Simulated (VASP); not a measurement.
# C (P6_3/mmc) in VASP: notebook

The runs below take C through single point, with LDA.

All numbers are computed with VASP 6.6.1; they aren't measurements. Logs are shortened: lines on timing, memory, paths and dates and some standing lists are left out, and cuts for length are marked.

**1. The cell of the first run**

It takes space group P6_3/mmc (No. 194, hexagonal). Conventional cell: a = 2.519 Å, b = 2.519 Å, c = 8.023 Å, α = 90.00°, β = 90.00°, γ = 120.00°. C (site symmetry 3m) has 4 C at 1.49 to 1.54 Å within 2.0 Å. C (site symmetry 3m) has 4 C at 1.52 to 1.54 Å within 2.0 Å.

**2. Single point, LDA**

The input, INCAR:

```
PREC     = Accurate       # precision mode
ENCUT    = 1300           # plane-wave cutoff, eV
EDIFF    = 1E-6           # SCF threshold, eV
ISMEAR   = 0              # smearing method
SIGMA    = 0.05           # smearing width, eV
LREAL    = F              # projectors in reciprocal space
LASPH    = T              # aspherical terms in the spheres
NELM     = 120            # most SCF steps
ALGO     = Normal         # electronic algorithm
ISIF     = 2              # what is computed and relaxed
LWAVE    = F              # write WAVECAR
LCHARG   = F              # write CHGCAR
NBANDS   = 26             # bands
GGA_COMPAT= F
```

The input, KPOINTS:

```
Automatic mesh
0
Gamma
  12 12 4
```

The input, POSCAR:

```
C
1.0
    2.5186290723      0.0000000000      0.0000000000
   -1.2593145361      2.1811967593      0.0000000000
    0.0000000000      0.0000000000      8.0228736867
C
8
Direct
    0.0000000000      0.0000000000      0.0929365318
    0.0000000000      0.0000000000      0.5929365318
    0.0000000000      0.0000000000      0.4070634682
    0.0000000000      0.0000000000      0.9070634682
    0.3333333333      0.6666666667      0.1555443640
    0.6666666667      0.3333333333      0.6555443640
    0.3333333333      0.6666666667      0.3444556360
    0.6666666667      0.3333333333      0.8444556360
```

Potentials or basis: VASP PAW LDA potentials, release 64 (C_h).

Run with:

```bash
$ cat potpaw_LDA.64/C_h/POTCAR > POTCAR
$ mpirun -np 1 vasp_std > vasp.out
```

OUTCAR:

```text
PREC = Accurate
   ENCUT = 1300
   EDIFF = 1E-6
   ISMEAR = 0
   LREAL = F
   LASPH = T
   NELM = 120
   ISIF = 2

 ion  position               nearest neighbor table
   1  0.000  0.000  0.093-   4 1.49
   2  0.000  0.000  0.593-   3 1.49
   3  0.000  0.000  0.407-   2 1.49
   4  0.000  0.000  0.907-   1 1.49
   5  0.333  0.667  0.156-   7 1.52
   6  0.667  0.333  0.656-   8 1.52
   7  0.333  0.667  0.344-   5 1.52
   8  0.667  0.333  0.844-   6 1.52

  LATTYP: Found a hexagonal cell.
 ALAT       =     2.5186290723
 C/A-ratio  =     3.1854129593

  Lattice vectors:

 A1 = (   2.5186290723,   0.0000000000,   0.0000000000)
 A2 = (  -1.2593145361,   2.1811967593,   0.0000000000)
 A3 = (   0.0000000000,   0.0000000000,   8.0228736867)

Analysis of symmetry for initial positions (statically):
=====================================================================
 Subroutine PRICEL returns:
 Original cell was already a primitive cell.

 Routine SETGRP: Setting up the symmetry group for a
 hexagonal supercell.

 Subroutine GETGRP returns: Found 24 space group operations
 (whereof 12 operations were pure point group operations)
 out of a pool of 24 trial point group operations.

The static configuration has the point symmetry D_3d.
 The point group associated with its full space group is D_6h.

Analysis of symmetry for dynamics (positions and initial velocities):
=====================================================================
 Subroutine PRICEL returns:
 Original cell was already a primitive cell.

 Routine SETGRP: Setting up the symmetry group for a
 hexagonal supercell.

 Subroutine GETGRP returns: Found 24 space group operations
 (whereof 12 operations were pure point group operations)
 out of a pool of 24 trial point group operations.

The dynamic configuration has the point symmetry D_3d.
 The point group associated with its full space group is D_6h.

 Subroutine INISYM returns: Found 24 space group operations
 (whereof 12 operations are pure point group operations),
 and found     1 'primitive' translations

----------------------------------------------------------------------------------------

                                     Primitive cell

[... 103 lines left out ...]
   LREAL  =      F    real-space projection
   EDIFFG = 0.1E-04   stopping-criterion for IOM
   NSW    =      0    number of steps for IOM
   IBRION =     -1    ionic relax: 0-MD 1-quasi-New 2-CG
   NFREE  =      0    steps in history (QN), initial steepest desc. (CG)
   ISIF   =      2    stress and relaxation
   ISYM   =      2    0-nonsym 1-usesym 2-fastsym
   POTIM  = 0.5000    time-step for ionic-motion
   TEBEG  =    0.0;   TEEND  =   0.0 temperature during run
   PSTRESS=    0.0 pullay stress
   NELECT =      32.0000    total number of electrons
   NUPDOWN=      -1.0000    fix difference up-down
   EMIN   =  10.00;   EMAX   =-10.00  energy-range for DOS
   EFERMI =   0.00;   METHOD = LEGACY
   ISMEAR =     0;   SIGMA  =   0.05  broadening in eV -4-tet -1-fermi 0-gaus
   EFERMI_NEDOS =   21; number of points for ismear=-14 and -15
   IALGO  =     38    algorithm
   IMIX   =      4    mixing-type and parameters
     AMIX     =   0.40;   BMIX     =  1.00
     AMIX_MAG =   1.60;   BMIX_MAG =  1.00
  volume/ion in A,a.u.               =       5.51        37.18
  Fermi-wavevector in a.u.,A,eV,Ry     =   1.471392  2.780528 29.456550  2.164995
  Thomas-Fermi vector in A             =   2.586534
   LORBIT       =      0    0 simple, 1 ext, 2 COOP (PROOUT), +10 PAW based schemes
   GGA     = CA    functional components
   LHFCALC =     F    Hartree Fock is set to
   AEXX    =    0.0000 exact exchange contribution
   IVDW    =     0    specifies the selected vdW correction
   LEPSILON=     F    determine dielectric tensor
   LRPA    =     F    only Hartree local field effects (RPA)
 non-spin polarized calculation
 Gauss-broadening in eV      SIGMA  =   0.05
  energy-cutoff  :     1300.00
  volume of cell :       44.07
 maximum number of plane-waves:      4745
 NGX is ok and might be reduce to    30
   NGX = 15   NGY = 15   NGZ = 47

 number of electron      31.9999999 magnetization

 Free energy of the ion-electron system (eV)
  ---------------------------------------------------
  ext. energy  EPLUGINS =         0.00000000
  ---------------------------------------------------
  free energy    TOTEN  =       -80.84864721 eV

  energy without entropy =      -80.84864721  energy(sigma->0) =      -80.84864721

 E-fermi :  11.7502     XC(G=0): -13.7902

 val. band max:       11.4942498902   @ k =   0.0000   0.0000   0.0000
 cond. band min:      15.6258232573   @ k =   0.5000   0.0000   0.0000
 fundamental gap:      4.1315733671
 Fermi energy:        11.7502097775

 k-point     1 :       0.0000    0.0000    0.0000
  band No.  band energies     occupation
      1     -10.3990      2.00000
      2      -8.6326      2.00000
      3      -8.5353      2.00000
      4      -3.9747      2.00000
      5      -2.4079      2.00000
      6       4.9171      2.00000
[... 685 lines left out ...]
     25      22.0149      0.00000
     26      24.3235      0.00000

 [... further k-points ...]

------------------------ aborting loop because EDIFF is reached ----------------------------------------

  FORCE on cell =-STRESS in cart. coord.  units (eV):
  Direction    XX          YY          ZZ          XY          YZ          ZX
  --------------------------------------------------------------------------------------
  -------------------------------------------------------------------------------------
  Total       -3.6840596     -3.6840596      9.0810897     -0.0000000     -0.0000000      0.0000000
  in kB     -133.9208575   -133.9208575    330.1106509     -0.0000000     -0.0000000      0.0000000
  external PRESSURE =      20.7563120 kB  Pullay stress =       0.0000000 kB

 VOLUME and BASIS-vectors are now :
 -----------------------------------------------------------------------------
  energy-cutoff  :     1300.00
  volume of cell :       44.07
      direct lattice vectors                 reciprocal lattice vectors
     2.518629072  0.000000000  0.000000000     0.397041395  0.229231956  0.000000000
    -1.259314536  2.181196759  0.000000000     0.000000000  0.458463912  0.000000000
     0.000000000  0.000000000  8.022873687     0.000000000  0.000000000  0.124643618

 POSITION                                       TOTAL-FORCE (eV/Angst)
 -----------------------------------------------------------------------------------
      0.00000      0.00000      0.74562         0.000000     -0.000000      0.164864
      0.00000      0.00000      4.75705        -0.000000     -0.000000      0.164864
      0.00000      0.00000      3.26582         0.000000      0.000000     -0.164864
      0.00000      0.00000      7.27726        -0.000000     -0.000000     -0.164864
     -0.00000      1.45413      1.24791        -0.000000      0.000000     -0.227973
      1.25931      0.72707      5.25935         0.000000     -0.000000     -0.227973
     -0.00000      1.45413      2.76352        -0.000000      0.000000      0.227973
      1.25931      0.72707      6.77496         0.000000      0.000000      0.227973
 -----------------------------------------------------------------------------------
    total drift:                                0.000000     -0.000000      0.000000

  FREE ENERGIE OF THE ION-ELECTRON SYSTEM (eV)
  ---------------------------------------------------
  free  energy   TOTEN  =       -80.8486472115 eV

  energy  without entropy=      -80.8486472115  energy(sigma->0) =      -80.84864721
```

stdout:

```text
POSCAR found type information on POSCAR C
 POSCAR found :  1 types and       8 ions
 scaLAPACK will be used
 LDA part: xc-table for (Slater(with rela. corr.)+CA(PZ))
 , standard interpolation
 POSCAR, INCAR and KPOINTS ok, starting setup
 FFT: planning ... GRIDC
 FFT: planning ... GRID_SOFT
 FFT: planning ... GRID
 WAVECAR not read
 entering main loop
```

Run time: 1.9 min. Hardware: 1 thread of Intel Xeon Platinum 8559C (Emerald Rapids), shared host; peak memory 0.32 GiB.

What came out:

- Free energy: -80.8486 eV
- Pressure: 2.1 GPa
- Largest force: 0.228 eV/Å
- Band gap on the k mesh: 4.13 eV (least direct gap 4.90 eV)

Forces on the atoms (eV/Å):
```
C    0.000  0.000  0.165
C    0.000  0.000  0.165
C    0.000  0.000 -0.165
C    0.000  0.000 -0.165
C    0.000  0.000 -0.228
C    0.000  0.000 -0.228
C    0.000  0.000  0.228
C    0.000  0.000  0.228
```

Levels at points of the mesh, in eV from the valence-band top:
| k point | band 13 | band 14 | band 15 | band 16 | band 17 | band 18 | band 19 | band 20 |
| --- | --- | --- | --- | --- | --- | --- | --- | --- |
| (0.00, 0.00, 0.00) | -2.01 | -0.29 | 0.00 | 0.00 | 4.90 | 4.90 | 6.27 | 6.89 |
| (0.50, 0.00, 0.00) | -5.20 | -4.60 | -3.73 | -2.89 | 4.13 | 5.59 | 5.76 | 6.22 |
| (0.00, 0.00, 0.50) | -0.78 | -0.78 | -0.78 | -0.78 | 5.80 | 5.80 | 5.80 | 5.80 |
| (0.50, 0.00, 0.50) | -4.84 | -4.84 | -3.73 | -3.73 | 4.52 | 4.52 | 7.20 | 7.20 |

Caveat: the stress differs along the axes, from -13 to 33 GPa.

[end of part 1 of 2]
